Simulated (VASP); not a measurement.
Sb2Au3:

```
Sb Au
1.0
     3.87682    2.23828    3.08856
    -3.87682    2.23828    3.08856
     0.00000   -4.47656    3.08856
Sb Au
2 3
Direct
  0.81876 0.81876 0.81876
  0.18124 0.18124 0.18124
  0.00000 0.50000 0.00000
  0.00000 0.00000 0.50000
  0.50000 0.00000 0.00000
```

| Property | Result |
| --- | --- |
| Program | VASP 6.6.1 |
| Task | relaxation of cell and atoms |
| Functional | PBE |
| Potentials or basis | VASP PAW PBE potentials, release 64 (Sb, Au) |
| Cutoff | 600 eV |
| k mesh | 3 × 3 × 3 |
| Occupations | gaussian, width 0.1 eV |
| Spin | no spin polarisation |

At the start: pressure 31.9 GPa; volume 32.16 Å³/atom.

Question: Where does the relaxation end?

Answer: Over 13 steps the energy falls by 1200.4 meV/atom and the volume is 39.25 Å³/atom (+22.0 %); space group R-3m (No. 166, to 0.05 Å).

Step by step:
| step | energy change (eV) | largest force (eV/Å) | pressure (GPa) | volume (Å³) |
| --- | --- | --- | --- | --- |
| 1 | 0.0000 | 0.8592 | 31.88 | 160.80 |
| 2 | -0.7437 | 1.7661 | -5.01 | 343.21 |
| 3 | -5.5727 | 0.8363 | -2.86 | 224.73 |
| 4 | -5.6624 | 0.7514 | -1.94 | 219.03 |
| 5 | -5.6984 | 0.6443 | -0.57 | 212.23 |
| 6 | -5.6986 | 0.6622 | -0.82 | 213.33 |
| 7 | -5.8029 | 0.6221 | -0.68 | 208.65 |
| 8 | -5.9973 | 0.1178 | 0.48 | 194.42 |
| 9 | -5.9969 | 0.0158 | 0.34 | 195.38 |
| 10 | -5.9975 | 0.0582 | 0.42 | 194.82 |
| 11 | -5.9958 | 0.1238 | -0.47 | 197.86 |
| 12 | -6.0014 | 0.0815 | 0.01 | 196.20 |
| 13 | -6.0020 | 0.0310 | -0.07 | 196.23 |

Final structure:
```yaml
crystal:
  lattice:
    - [4.51890, 2.60899, 2.77404]
    - [-4.51890, 2.60899, 2.77404]
    - [0.00000, -5.21798, 2.77404]
  atoms:
    - { symbol: Sb, position: [0.82866, 0.82866, 0.82866] }
    - { symbol: Sb, position: [0.17134, 0.17134, 0.17134] }
    - { symbol: Au, position: [0.00000, 0.50000, 0.00000] }
    - { symbol: Au, position: [0.00000, 0.00000, 0.50000] }
    - { symbol: Au, position: [0.50000, 0.00000, 0.00000] }
```

Caveat: the k points lie up to 0.37 Å⁻¹ apart in the final cell; the volume moved by over 15 % at a fixed basis, so the end points are rough.
